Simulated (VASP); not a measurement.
# TiO2 (Cmmm) in VASP: further runs, part 2 of 2

VASP 6.6.1. The steps go on from the part before.

### Step 5. Single point, PBEsol (strain +0.0125 x Voigt [0, 0, 0, 0, 0, 1])

Contents of INCAR:

```
SYSTEM = TiO2
PREC     = Accurate       ! precision mode
ENCUT    = 520            ! plane-wave cutoff, eV
EDIFF    = 1E-6           ! SCF threshold, eV
ISMEAR   = 0              ! smearing method
SIGMA    = 0.05           ! smearing width, eV
LREAL    = .False.        ! projectors in reciprocal space
LASPH    = .True.         ! aspherical terms in the spheres
NELM     = 80             ! most SCF steps
ALGO     = Normal         ! electronic algorithm
ISIF     = 2              ! what is computed and relaxed
LWAVE    = .False.        ! write WAVECAR
LCHARG   = .False.        ! write CHGCAR
GGA      = PS             ! functional
NBANDS   = 33             ! bands
```

Contents of KPOINTS:

```
Automatic mesh
0
Gamma
  6 6 10
  0 0 0
```

Contents of POSCAR:

```
TiO2
1.0
    4.5912476203      0.0286952976      0.0000000000
    0.0286952976      4.5912476203      0.0000000000
    0.0000000000      0.0000000000      2.9389940195
Ti O
2 4
Direct
    0.0000000000      0.0000000000      0.0000000000
    0.5000000000      0.5000000000      0.5000000000
    0.3044387440      0.3044387440      0.0000000000
    0.1955612560      0.8044387440      0.5000000000
    0.6955612560      0.6955612560      0.0000000000
    0.8044387440      0.1955612560      0.5000000000
```

Potentials or basis: VASP PAW PBE potentials, release 64 (Ti_sv, O).

On the command line:

```console
cat potpaw_PBE.64/Ti_sv/POTCAR potpaw_PBE.64/O/POTCAR > POTCAR
mpirun -np 1 vasp_std > vasp.out
```

OUTCAR:

```text
SYSTEM = TiO2
   PREC = Accurate
   ENCUT = 520
   EDIFF = 1E-6
   ISMEAR = 0
   LREAL = .False.
   LASPH = .True.
   NELM = 80
   ISIF = 2
   GGA = PS

 ion  position               nearest neighbor table
   1  0.000  0.000  0.000-   4 1.94   6 1.94   4 1.94   6 1.94   5 1.99   3 1.99
   2  0.500  0.500  0.500-   3 1.95   5 1.95   3 1.95   5 1.95   4 1.96   6 1.96
   3  0.304  0.304  0.000-   2 1.95   2 1.95   1 1.99
   4  0.196  0.804  0.500-   1 1.94   1 1.94   2 1.96
   5  0.696  0.696  0.000-   2 1.95   2 1.95   1 1.99
   6  0.804  0.196  0.500-   1 1.94   1 1.94   2 1.96

  LATTYP: Found a base centered orthorhombic cell.
 ALAT       =     6.4524233738
 B/A-ratio  =     1.0125786163
 C/A-ratio  =     0.4554868534

  Lattice vectors:

 A1 = (  -0.0286952976,  -4.5912476203,   0.0000000000)
 A2 = (   4.5912476203,   0.0286952976,   0.0000000000)
 A3 = (   0.0000000000,   0.0000000000,   2.9389940195)

Analysis of symmetry for initial positions (statically):
=====================================================================
 Subroutine PRICEL returns:
 Original cell was already a primitive cell.

[... 175 lines left out ...]

  energy without entropy =      -56.09137050  energy(sigma->0) =      -56.09137050

 E-fermi :   5.1752     XC(G=0): -11.7429

 val. band max:        4.8008586059   @ k =   0.0000   0.0000   0.0000
 cond. band min:       6.6434305894   @ k =   0.0000   0.0000   0.0000
 fundamental gap:      1.8425719835
 Fermi energy:         5.1751982887

 k-point     1 :       0.0000    0.0000    0.0000
  band No.  band energies     occupation
      1     -51.8378      2.00000
      2     -51.7845      2.00000
      3     -28.2775      2.00000
      4     -28.2292      2.00000
      5     -28.0753      2.00000
      6     -28.0742      2.00000
[... 853 lines left out ...]
     32      10.8435      0.00000
     33      11.2599      0.00000

 [... further k-points ...]
[... 5 lines left out ...]
  --------------------------------------------------------------------------------------
  -------------------------------------------------------------------------------------
  Total        0.2283338      0.2283338      0.3411936     -1.1200542      0.0000000      0.0000000
  in kB        5.9052408      5.9052408      8.8240579    -28.9671950      0.0000000      0.0000000
  external PRESSURE =       6.8781798 kB  Pullay stress =       0.0000000 kB

 VOLUME and BASIS-vectors are now :
 -----------------------------------------------------------------------------
  energy-cutoff  :      520.00
  volume of cell :       61.95
      direct lattice vectors                 reciprocal lattice vectors
     4.591247620  0.028695298  0.000000000     0.217814230 -0.001361339  0.000000000
     0.028695298  4.591247620  0.000000000    -0.001361339  0.217814230  0.000000000
     0.000000000  0.000000000  2.938994019     0.000000000  0.000000000  0.340252479

 POSITION                                       TOTAL-FORCE (eV/Angst)
 -----------------------------------------------------------------------------------
      0.00000      0.00000      0.00000        -0.000000      0.000000      0.000000
      2.30997      2.30997      1.46950        -0.000000      0.000000      0.000000
      1.40649      1.40649      0.00000        -0.030955     -0.030955     -0.000000
      0.92095      3.69899      1.46950         0.000474     -0.000474     -0.000000
      3.21345      3.21345      0.00000         0.030955      0.030955      0.000000
      3.69899      0.92095      1.46950        -0.000474      0.000474      0.000000
 -----------------------------------------------------------------------------------
    total drift:                                0.000000      0.000000      0.000000

  FREE ENERGIE OF THE ION-ELECTRON SYSTEM (eV)
  ---------------------------------------------------
  free  energy   TOTEN  =       -56.0913704968 eV

  energy  without entropy=      -56.0913704968  energy(sigma->0) =      -56.09137050
```

OSZICAR:

```text
N       E                     dE             d eps       ncg     rms          rms(c)
DAV:   1     0.649505575432E+03    0.64951E+03   -0.24100E+04  5148   0.172E+03
DAV:   2     0.254563388380E+02   -0.62405E+03   -0.57696E+03  5558   0.514E+02
DAV:   3    -0.675063763594E+02   -0.92963E+02   -0.91120E+02  6993   0.189E+02
DAV:   4    -0.723732983209E+02   -0.48669E+01   -0.48551E+01  7403   0.413E+01
DAV:   5    -0.725637245338E+02   -0.19043E+00   -0.19040E+00  6860   0.670E+00    0.316E+01
DAV:   6    -0.564543647611E+02    0.16109E+02   -0.69576E+01  6905   0.876E+01    0.109E+01
DAV:   7    -0.563724596817E+02    0.81905E-01   -0.12339E+01  6521   0.312E+01    0.940E+00
DAV:   8    -0.561289498480E+02    0.24351E+00   -0.58727E-01  6536   0.766E+00    0.562E+00
DAV:   9    -0.561446725348E+02   -0.15723E-01   -0.62512E-01  6866   0.847E+00    0.227E+00
DAV:  10    -0.561026642737E+02    0.42008E-01   -0.26071E-01  6696   0.581E+00    0.975E-01
DAV:  11    -0.560915344247E+02    0.11130E-01   -0.31757E-02  7031   0.117E+00    0.187E-01
DAV:  12    -0.560914813622E+02    0.53062E-04   -0.22625E-03  6207   0.296E-01    0.998E-02
DAV:  13    -0.560913958978E+02    0.85464E-04   -0.30018E-04  7167   0.193E-01    0.452E-02
DAV:  14    -0.560913705291E+02    0.25369E-04   -0.12594E-04  7093   0.888E-02    0.682E-03
DAV:  15    -0.560913704968E+02    0.32305E-07   -0.34499E-06  5875   0.186E-02
   1 F= -.56091370E+02 E0= -.56091370E+02  d E =-.355619E-28
```

stdout:

```text
POSCAR found type information on POSCAR TiO
 POSCAR found :  2 types and       6 ions
 scaLAPACK will be used
 -----------------------------------------------------------------------------
|                                                                             |
|                                                                             |
|     You enforced a specific xc type in the INCAR file but a different       |
|     I HOPE YOU KNOW WHAT YOU ARE DOING!                                     |
|                                                                             |
 -----------------------------------------------------------------------------

 LDA part: xc-table for (Slater+PW92), standard interpolation
 POSCAR, INCAR and KPOINTS ok, starting setup
 FFT: planning ... GRIDC
 FFT: planning ... GRID_SOFT
 FFT: planning ... GRID
 WAVECAR not read
 entering main loop
```

Wall time 3.9 min (1 thread of AMD EPYC 7R13 (Zen 3), shared host); peak memory 0.22 GiB.

What came out:

```yaml
Free_energy: -56.0914 eV
Pressure: 0.7 GPa
Largest_force: 0.044 eV/Å
Band_gap_on_the_k_mesh: 1.84 eV, direct
```

Forces on the atoms (eV/Å):
```
Ti   0.000  0.000  0.000
Ti   0.000  0.000  0.000
O   -0.031 -0.031  0.000
O    0.000  0.000  0.000
O    0.031  0.031  0.000
O    0.000  0.000  0.000
```

Stress tensor (GPa, compression positive):
```
 0.59 -2.90  0.00
-2.90  0.59  0.00
 0.00  0.00  0.88
```

Levels at points of the mesh, in eV from the valence-band top:
```tsv
k point	band 22	band 23	band 24	band 25	band 26	band 27
(0.00, 0.00, 0.00)	-0.48	-0.43	0.00	1.84	2.12	2.42
(0.50, 0.00, 0.00)	-1.56	-0.76	-0.75	2.53	2.53	3.01
(0.50, 0.50, 0.00)	-1.23	-1.09	-1.08	1.85	1.90	2.52
(0.00, 0.00, 0.50)	-2.39	-1.51	-1.38	2.95	3.03	3.19
(0.50, 0.00, 0.50)	-2.03	-1.08	-1.03	1.88	1.89	3.22
(0.50, 0.50, 0.50)	-1.23	-0.69	-0.66	2.54	2.65	3.21
```

Caveat: the cell differs from its parent crystal (strain +0.0125 x Voigt [0, 0, 0, 0, 0, 1]); the PAW data sets were made with another functional, which shifts forces and pressure a little.

### Step 6. Summary

| cell | gap on the mesh (eV) | pressure (GPa) | largest force (eV/Å) |
| --- | --- | --- | --- |
| a = 4.591, b = 4.591, c = 2.939 Å, angles 90.0, 90.0, 90.6°, 6 atoms | 1.84 | 0.7 | 0.04 |
| a = 4.591, b = 4.591, c = 2.939 Å, angles 90.0, 90.0, 89.7°, 6 atoms | 1.84 | 0.6 | 0.03 |
| a = 4.591, b = 4.591, c = 2.939 Å, angles 90.0, 90.0, 89.0°, 6 atoms | 1.84 | 0.8 | 0.05 |
| a = 4.591, b = 4.591, c = 2.939 Å, angles 90.0, 90.0, 89.3°, 6 atoms | 1.84 | 0.7 | 0.04 |

Alike in all rows: task single point; level PBEsol; potentials or basis VASP PAW PBE potentials, release 64 (Ti_sv, O); no spin polarisation; k mesh 6 × 6 × 10; cutoff (eV) 520; smearing gaussian 0.05 eV.

Caveats: the PAW data sets were made with another functional, which shifts forces and pressure a little.

Total energies depend on the potentials used, so only differences within one code and one set of settings carry meaning.
